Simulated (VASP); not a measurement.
# PbO4H4 (Pb(OH)4) in VASP: single point with PBE

Aim: the single point of PbO4H4 (Pb(OH)4) with PBE.

Everything below comes from runs of VASP 6.6.1. Logs are shortened: lines on timing, memory, paths and dates and some standing lists are left out, and cuts for length are marked.

### Step 1. The cell of the first run

The cell holds a molecule in a box, 9 atoms: a = 13.010 Å, b = 12.910 Å, c = 12.990 Å, α = 90.00°, β = 90.00°, γ = 90.00°.

### Step 2. Single point, PBE

Contents of INCAR:

```
PREC = Accurate
ENCUT = 520
EDIFF = 1E-6
ISMEAR = 0
SIGMA = 0.01
LREAL = F
LASPH = T
NELM = 100
ALGO = Normal
ISIF = 2
LWAVE = F
LCHARG = T
GGA = PE
LELF = T
LVHAR = T
NBANDS = 31
```

Contents of KPOINTS:

```
regular mesh
0
Gamma
  1 1 1
```

Contents of POSCAR:

```
H4PbO4
1.0
   13.0100000000      0.0000000000      0.0000000000
    0.0000000000     12.9100000000      0.0000000000
    0.0000000000      0.0000000000     12.9900000000
Pb O H
1 4 4
Direct
    0.4818209100      0.4962068200      0.4868445000
    0.4803405100      0.3792757600      0.5987151700
    0.5014734800      0.4189783100      0.3464203200
    0.5990330500      0.6073896200      0.4912863700
    0.3458877800      0.5801409800      0.5096558900
    0.4361621800      0.4039938000      0.6538452700
    0.4771398900      0.3485670000      0.3568237100
    0.6539162200      0.5814446200      0.4475519600
    0.3611099200      0.6510805600      0.4897667400
```

Potentials or basis: VASP PAW PBE potentials, release 64 (Pb_d, O, H).

The run is started by

```sh
$ cat potpaw_PBE.64/Pb_d/POTCAR potpaw_PBE.64/O/POTCAR potpaw_PBE.64/H/POTCAR > POTCAR
$ mpirun -np 1 vasp_gam > vasp.out
```

OUTCAR:

```text
PREC = Accurate
   ENCUT = 520
   EDIFF = 1E-6
   ISMEAR = 0
   LREAL = F
   LASPH = T
   NELM = 100
   ISIF = 2
   GGA = PE

 ion  position               nearest neighbor table
   1  0.482  0.496  0.487-   3 2.09   4 2.10   5 2.10   2 2.10
   2  0.480  0.379  0.599-   6 0.97   1 2.10
   3  0.501  0.419  0.346-   7 0.97   1 2.09
   4  0.599  0.607  0.491-   8 0.97   1 2.10
   5  0.346  0.580  0.510-   9 0.97   1 2.10
   6  0.436  0.404  0.654-   2 0.97
   7  0.477  0.349  0.357-   3 0.97
   8  0.654  0.581  0.448-   4 0.97
   9  0.361  0.651  0.490-   5 0.97

  LATTYP: Found a simple orthorhombic cell.
 ALAT       =    12.9100000000
 B/A-ratio  =     1.0061967467
 C/A-ratio  =     1.0077459334

  Lattice vectors:

 A1 = (   0.0000000000,  12.9100000000,   0.0000000000)
 A2 = (   0.0000000000,   0.0000000000,  12.9900000000)
 A3 = (  13.0100000000,   0.0000000000,   0.0000000000)

Analysis of symmetry for initial positions (statically):
=====================================================================
 Subroutine PRICEL returns:
 Original cell was already a primitive cell.

 Routine SETGRP: Setting up the symmetry group for a
 simple orthorhombic supercell.

 Subroutine GETGRP returns: Found  1 space group operations
 (whereof  1 operations were pure point group operations)
 out of a pool of  8 trial point group operations.

The static configuration has the point symmetry C_1 .

Analysis of symmetry for dynamics (positions and initial velocities):
=====================================================================
 Subroutine PRICEL returns:
 Original cell was already a primitive cell.

 Routine SETGRP: Setting up the symmetry group for a
 simple orthorhombic supercell.

 Subroutine GETGRP returns: Found  1 space group operations
 (whereof  1 operations were pure point group operations)
 out of a pool of  8 trial point group operations.

The dynamic configuration has the point symmetry C_1 .

 Subroutine INISYM returns: Found  1 space group operations
 (whereof  1 operations are pure point group operations),
 and found     1 'primitive' translations

----------------------------------------------------------------------------------------

                                     Primitive cell

  volume of cell :    2181.7887

  direct lattice vectors                    reciprocal lattice vectors
    13.010000000  0.000000000  0.000000000     0.076863951  0.000000000  0.000000000
     0.000000000 12.910000000  0.000000000     0.000000000  0.077459334  0.000000000
     0.000000000  0.000000000 12.990000000     0.000000000  0.000000000  0.076982294

  length of vectors
    13.010000000 12.910000000 12.990000000     0.076863951  0.077459334  0.076982294

  position of ions in fractional coordinates (direct lattice)
     0.481820910  0.496206820  0.486844500
     0.480340510  0.379275760  0.598715170
     0.501473480  0.418978310  0.346420320
     0.599033050  0.607389620  0.491286370
     0.345887780  0.580140980  0.509655890
     0.436162180  0.403993800  0.653845270
     0.477139890  0.348567000  0.356823710
     0.653916220  0.581444620  0.447551960
     0.361109920  0.651080560  0.489766740

  ion indices of the primitive-cell ions
   primitive index   ion index
                 1           1
                 2           2
                 3           3
                 4           4
                 5           5
                 6           6
                 7           7
                 8           8
                 9           9

----------------------------------------------------------------------------------------

 KPOINTS: regular mesh

Automatic generation of k-mesh.
 Grid dimensions read from file:
 generate k-points for:    1    1    1

 Generating k-lattice:

  Cartesian coordinates                     Fractional coordinates (reciprocal lattice)
     0.076863951  0.000000000  0.000000000     1.000000000  0.000000000  0.000000000
     0.000000000  0.077459334  0.000000000     0.000000000  1.000000000  0.000000000
     0.000000000  0.000000000  0.076982294     0.000000000  0.000000000  1.000000000

  Length of vectors
     0.076863951  0.077459334  0.076982294

  Shift w.r.t. Gamma in fractional coordinates (k-lattice)
     0.000000000  0.000000000  0.000000000

 Subroutine IBZKPT returns following result:
 ===========================================

 Found      1 irreducible k-points:

 Following reciprocal coordinates:
            Coordinates               Weight
  0.000000  0.000000  0.000000      1.000000
   k-points           NKPTS =      1   k-points in BZ     NKDIM =      1   number of bands    NBANDS=     31
   number of dos      NEDOS =    301   number of ions     NIONS =      9
   total plane-waves  NPLWV = 921984
   dimension x,y,z NGX =    98 NGY =   96 NGZ =   98
   dimension x,y,z NGXF=   196 NGYF=  192 NGZF=  196
   ions per type =               1   4   4
   NGX,Y,Z   is equivalent  to a cutoff of  12.52, 12.36, 12.54 a.u.
   NGXF,Y,Z  is equivalent  to a cutoff of  25.05, 24.72, 25.08 a.u.
 SYSTEM =  unknown system
   PREC   = accura    normal or accurate (medium, high low for compatibility)
   ISTART =      0    job   : 0-new  1-cont  2-samecut
   ICHARG =      2    charge: 1-file 2-atom 10-const
   ISPIN  =      1    spin polarized calculation?
   LNONCOLLINEAR =      F non collinear calculations
   LSORBIT =      F    spin-orbit coupling
   LASPH  =      T    aspherical Exc in radial PAW
   ENCUT  =  520.0 eV  38.22 Ry    6.18 a.u.  24.19 24.00 24.15*2*pi/ulx,y,z
   NELM   =    100;   NELMIN=  2; NELMDL= -5     # of ELM steps
   EDIFF  = 0.1E-05   stopping-criterion for ELM
   LREAL  =      F    real-space projection
   EDIFFG = 0.1E-04   stopping-criterion for IOM
   NSW    =      0    number of steps for IOM
   IBRION =     -1    ionic relax: 0-MD 1-quasi-New 2-CG
   NFREE  =      0    steps in history (QN), initial steepest desc. (CG)
   ISIF   =      2    stress and relaxation
   ISYM   =      2    0-nonsym 1-usesym 2-fastsym
   POTIM  = 0.5000    time-step for ionic-motion
   TEBEG  =    0.0;   TEEND  =   0.0 temperature during run
   PSTRESS=    0.0 pullay stress
   NELECT =      42.0000    total number of electrons
   NUPDOWN=      -1.0000    fix difference up-down
   EMIN   =  10.00;   EMAX   =-10.00  energy-range for DOS
   EFERMI =   0.00;   METHOD = LEGACY
   ISMEAR =     0;   SIGMA  =   0.01  broadening in eV -4-tet -1-fermi 0-gaus
   EFERMI_NEDOS =   21; number of points for ismear=-14 and -15
   IALGO  =     38    algorithm
   IMIX   =      4    mixing-type and parameters
     AMIX     =   0.40;   BMIX     =  1.00
     AMIX_MAG =   1.60;   BMIX_MAG =  1.00
  volume/ion in A,a.u.               =     242.42      1635.94
  Fermi-wavevector in a.u.,A,eV,Ry     =   0.438753  0.829123  2.619182  0.192504
  Thomas-Fermi vector in A             =   1.412421
   LORBIT       =      0    0 simple, 1 ext, 2 COOP (PROOUT), +10 PAW based schemes
   GGA     = PE    functional components
   LHFCALC =     F    Hartree Fock is set to
   AEXX    =    0.0000 exact exchange contribution
   IVDW    =     0    specifies the selected vdW correction
   LEPSILON=     F    determine dielectric tensor
   LRPA    =     F    only Hartree local field effects (RPA)
 non-spin polarized calculation
 Gauss-broadening in eV      SIGMA  =   0.01
  energy-cutoff  :      520.00
  volume of cell :     2181.79
 maximum number of plane-waves:     29323
 NGX is ok and might be reduce to    98
   NGX = 49   NGY = 49   NGZ = 49

 number of electron      42.0000000 magnetization

 Free energy of the ion-electron system (eV)
  ---------------------------------------------------
  ext. energy  EPLUGINS =         0.00000000
  ---------------------------------------------------
  free energy    TOTEN  =       -43.41042264 eV

  energy without entropy =      -43.41042264  energy(sigma->0) =      -43.41042264

 E-fermi :  -7.0612     XC(G=0):  -0.7918

 val. band max:       -7.1104404292   @ k =   0.0000   0.0000   0.0000
 cond. band min:      -4.2541441223   @ k =   0.0000   0.0000   0.0000
 fundamental gap:      2.8562963070
 Fermi energy:        -7.0611968558

 k-point     1 :       0.0000    0.0000    0.0000
  band No.  band energies     occupation
      1     -24.6882      2.00000
      2     -24.5956      2.00000
      3     -24.5940      2.00000
      4     -24.5703      2.00000
      5     -21.7879      2.00000
      6     -21.7530      2.00000
      7     -21.4301      2.00000
      8     -21.4259      2.00000
      9     -21.2540      2.00000
     10     -13.8207      2.00000
     11     -11.3241      2.00000
     12     -11.3132      2.00000
     13     -11.1484      2.00000
     14      -9.8427      2.00000
     15      -8.3060      2.00000
     16      -8.2218      2.00000
     17      -8.2153      2.00000
     18      -7.1851      2.00000
     19      -7.1419      2.00000
     20      -7.1365      2.00000
     21      -7.1104      2.00000
     22      -4.2541      0.00000
     23      -0.4612      0.00000
     24      -0.4222      0.00000
     25      -0.4211      0.00000
     26      -0.4049      0.00000
     27       0.6668      0.00000
     28       0.7566      0.00000
     29       0.7923      0.00000
     30       1.0973      0.00000
     31       1.1768      0.00000

------------------------ aborting loop because EDIFF is reached ----------------------------------------

  FORCE on cell =-STRESS in cart. coord.  units (eV):
  Direction    XX          YY          ZZ          XY          YZ          ZX
  --------------------------------------------------------------------------------------
  -------------------------------------------------------------------------------------
  Total        0.1639572      0.4562909      0.1585699      0.0111430      0.0275539     -0.2992732
  in kB        0.1204005      0.3350732      0.1164444      0.0081828      0.0202339     -0.2197686
  external PRESSURE =       0.1906394 kB  Pullay stress =       0.0000000 kB

 VOLUME and BASIS-vectors are now :
 -----------------------------------------------------------------------------
  energy-cutoff  :      520.00
  volume of cell :     2181.79
      direct lattice vectors                 reciprocal lattice vectors
    13.010000000  0.000000000  0.000000000     0.076863951  0.000000000  0.000000000
     0.000000000 12.910000000  0.000000000     0.000000000  0.077459334  0.000000000
     0.000000000  0.000000000 12.990000000     0.000000000  0.000000000  0.076982294

 POSITION                                       TOTAL-FORCE (eV/Angst)
 -----------------------------------------------------------------------------------
      6.26849      6.40603      6.32411        -0.000967      0.003772     -0.002133
      6.24923      4.89645      7.77731         0.149495     -0.054737     -0.195794
      6.52417      5.40901      4.50000         0.071183      0.238163     -0.028798
      7.79342      7.84140      6.38181        -0.194631      0.060551      0.157975
      4.50000      7.48962      6.62043        -0.031907     -0.252333      0.054964
      5.67447      5.21556      8.49345        -0.168533      0.050479      0.223212
      6.20759      4.50000      4.63514        -0.069023     -0.273693      0.012810
      8.50745      7.50645      5.81370         0.223133     -0.057774     -0.170166
      4.69804      8.40545      6.36207         0.021251      0.285572     -0.052071
 -----------------------------------------------------------------------------------
    total drift:                                0.001079     -0.001112     -0.000122

  FREE ENERGIE OF THE ION-ELECTRON SYSTEM (eV)
  ---------------------------------------------------
  free  energy   TOTEN  =       -43.4104226420 eV

  energy  without entropy=      -43.4104226420  energy(sigma->0) =      -43.41042264
```

It took 2.4 min on 1 thread of Intel Xeon 6975P-C (Granite Rapids), shared host; peak memory 1.5 GiB.

What came out:

```
Free energy                     : -43.4104 eV
Largest force                   : 0.291 eV/Å
Gap between the frontier levels : 2.86 eV
```

Forces on the atoms (eV/Å):
```
Pb  -0.001  0.004 -0.002
O    0.149 -0.055 -0.196
O    0.071  0.238 -0.029
O   -0.195  0.061  0.158
O   -0.032 -0.252  0.055
H   -0.169  0.050  0.223
H   -0.069 -0.274  0.013
H    0.223 -0.058 -0.170
H    0.021  0.286 -0.052
```

Caveat: spin-orbit coupling is left out, which moves the levels of the heavy elements.
